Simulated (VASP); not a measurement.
Input of a VASP 6.6.1 run:

POSCAR

```
Ru
1.0
    2.7058000000      0.0000000000      0.0000000000
   -1.3529000000      2.3432915376      0.0000000000
    0.0000000000      0.0000000000      4.2819000000
Ru
2
Direct
    0.6666666667      0.3333333333      0.7500000000
    0.3333333333      0.6666666667      0.2500000000
```

The input INCAR.step1:

```
PREC = Accurate
ENCUT = 520
EDIFF = 1E-5
ISMEAR = -1
SIGMA = 0.05
LREAL = F
LASPH = T
NELM = 100
ALGO = Normal
ISIF = 2
LWAVE = T
GGA = PE
NBANDS = 21
```

The input INCAR.step2:

```
PREC = Accurate
ENCUT = 520
EDIFF = 1E-7
ISMEAR = -1
SIGMA = 0.05
LREAL = F
LASPH = T
NELM = 100
ALGO = Normal
ISIF = 2
LWAVE = F
LCHARG = T
METAGGA = R2SCAN
LHFCALC = T
AEXX = 0.5
LMIXTAU = T
PRECFOCK = Normal
LELF = T
LVHAR = T
ISTART = 1
NBANDS = 21
```

Contents of KPOINTS:

```
regular mesh
0
Gamma
  6 6 3
```

Potentials or basis: VASP PAW PBE potentials, release 64 (Ru_pv).

Command:

```console
$ cat potpaw_PBE.64/Ru_pv/POTCAR > POTCAR
$ cp INCAR.step1 INCAR
$ mpirun -np 1 vasp_std > vasp.out
$ cp INCAR.step2 INCAR
$ mpirun -np 1 vasp_std > vasp.out
```

Problem. What does it give for the band gap on the k mesh?

Solution. Zero (bands 14 and 15 overlap by 6.06 eV).

Problem. What does it give for the pressure?

Solution. -23.6 GPa.

Stress tensor (GPa, compression positive):
```
-19.60   0.00   0.00
  0.00 -19.60   0.00
  0.00   0.00 -31.46
```

Caveat: the k points lie up to 0.49 Å⁻¹ apart, too coarse for converged energies and pressures of a metal; the PAW data sets were made with another functional, which shifts forces and pressure a little.
